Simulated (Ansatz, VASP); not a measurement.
Zn8SO7: VASP beside Ansatz

Contents of INCAR:

```
SYSTEM = Zn8SO7
  PREC = Accurate
  ENCUT = 520
  EDIFF = 1E-6
  ISMEAR = 0
  SIGMA = 0.02
  LREAL = .False.
  LASPH = .True.
  NELM = 120
  ALGO = Normal
  ISIF = 2
  LWAVE = .False.
  LCHARG = .False.
  GGA = PE
  NBANDS = 86
  GGA_COMPAT = .False.
```

KPOINTS

```
Automatic mesh
0
Gamma
  3 3 2
  0 0 0
```

Contents of POSCAR:

```
Zn8SO7
1.0
    6.4986159969      0.0000000000      0.0000000000
   -3.2493079984      5.6279665427      0.0000000000
    0.0000000000      0.0000000000      5.2057090000
Zn S O
8 1 7
Direct
    0.1666666667      0.3333333333      0.5000000000
    0.3333333333      0.1666666667      0.0000000000
    0.1666666667      0.8333333333      0.5000000000
    0.3333333333      0.6666666667      0.0000000000
    0.6666666667      0.3333333333      0.5000000000
    0.8333333333      0.1666666667      0.0000000000
    0.6666666667      0.8333333333      0.5000000000
    0.8333333333      0.6666666667      0.0000000000
    0.3333333333      0.1666666667      0.3790100004
    0.1666666667      0.3333333333      0.8790100004
    0.3333333333      0.6666666667      0.3790100004
    0.1666666667      0.8333333333      0.8790100004
    0.8333333333      0.1666666667      0.3790100004
    0.6666666667      0.3333333333      0.8790100004
    0.8333333333      0.6666666667      0.3790100004
    0.6666666667      0.8333333333      0.8790100004
```

Input for Ansatz:

```yaml
crystal:
  lattice:
    - [3.249308, 0.0, 0.0]
    - [-1.624654, 2.81398327, 0.0]
    - [0.0, 0.0, 5.205709]
  atoms:
    - { symbol: Zn, position: [0.33333333392561354, 0.6666666678512271, 0.5] }
    - { symbol: Zn, position: [0.6666666660743864, 0.33333333214877287, 0.0] }
    - { symbol: O, position: [0.6666666660743864, 0.33333333214877287, 0.3790100003669049] }
    - { symbol: O, position: [0.33333333392561354, 0.6666666678512271, 0.879010000366905] }
  supercell: [2, 2, 1]
  defects:
    - { substitution: { at: 2, symbol: S } }
basis:
  ecutwfc: 476.19925930478996
kpoints:
  mp_grid:
    grid: [3, 3, 2]
hamiltonian:
  xc: pbe
scf:
  occupations:
    method: gaussian
    width: 0.02
output:
  forces: true
  eigenvalues: true
```

Alike in both runs: task single point; functional PBE; k mesh 3 × 3 × 2; occupations gaussian, width 0.02 eV; no spin polarisation.

```csv
,VASP,Ansatz
version,VASP 6.6.1,Ansatz 0.2.0
potentials or method,"VASP PAW PBE potentials, release 64 (Zn, S, O), cutoff 520 eV","plane waves, PAW"
valence electrons in the cell,144,144
```

```csv
,VASP,Ansatz,Ansatz less VASP
gap on the k mesh at the Fermi level (eV),1.14,1.14,0.000
rms of the force components (eV/Å),1.253,1.252,-0.0012
```

The k mesh is coarse, so the values compare programs but aren't converged.
